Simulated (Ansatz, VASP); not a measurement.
**One calculation of Si, two programs**

Contents of INCAR:

```
SYSTEM = Si
ALGO = Normal
EDIFF = 1E-6
EDIFFG = -0.04
ENCUT = 600
GGA = PE
IBRION = 2
ISIF = 3
ISMEAR = 0
LASPH = .True.
LCHARG = .False.
LREAL = .False.
LWAVE = .False.
NELM = 60
NSW = 90
PREC = Accurate
SIGMA = 0.1
```

KPOINTS

```
k-points
0
Gamma
  6 6 6
  0 0 0
```

Contents of POSCAR:

```
Si
1.0
    5.0966692865      0.0000000000      0.0000000000
   -2.5483346433      4.4138450768      0.0000000000
    0.0000000000      0.0000000000      3.1244798670
Si
3
Direct
    0.0000000000      0.0000000000      0.0000000000
    0.3333333333      0.6666666667      0.5000000000
    0.6666666667      0.3333333333      0.5000000000
```

Input for Ansatz:

```yaml
crystal:
  lattice:
    - [5.0966692865, 0.0, 0.0]
    - [-2.5483346433, 4.4138450768, 0.0]
    - [0.0, 0.0, 3.124479867]
  atoms:
    - { symbol: Si, position: [0.0, 0.0, 0.0] }
    - { symbol: Si, position: [0.3333333333, 0.6666666667, 0.5] }
    - { symbol: Si, position: [0.6666666667, 0.3333333333, 0.5] }
basis:
  ecutwfc: 420
kpoints:
  mp_grid: { grid: [6, 6, 6] }
hamiltonian:
  xc: pbe
scf:
  occupations: { method: gaussian, width: 0.1 }
  lower_state_search: "off"
output:
  forces: true
  stress: true
  eigenvalues: true
relax:
  adjacent_minimum: "off"
  f_tol: 0.04
  max_steps: 70
  cell: { stress_tol: 0.4 }
```

Alike in both runs: task relaxation of cell and atoms; functional PBE; k mesh 6 × 6 × 6; occupations gaussian, width 0.1 eV; no spin polarisation.

|  | VASP | Ansatz |
| --- | --- | --- |
| version | VASP 6.6.1 | Ansatz 0.2.0 |
| potentials or method | VASP PAW PBE potentials, release 64 (Si), cutoff 600 eV | scalar-relativistic, plane waves, PAW |
| valence electrons in the cell | 12 | 12 |

```csv
,VASP,Ansatz,Ansatz less VASP
"gap on the k mesh at the Fermi level, each at its own relaxed structure (eV)",none,none,-
relaxed volume (Å³/atom),14.72,14.71,-0.008
relaxed length of the cell vector where the two differ most in proportion (Å),2.517,2.515,-0.0020
```

A gap of «none» marks a metal or a gap that the smearing closes.

Noted on VASP's run: the volume moved by over 15 % at a fixed basis, so the end points are rough.
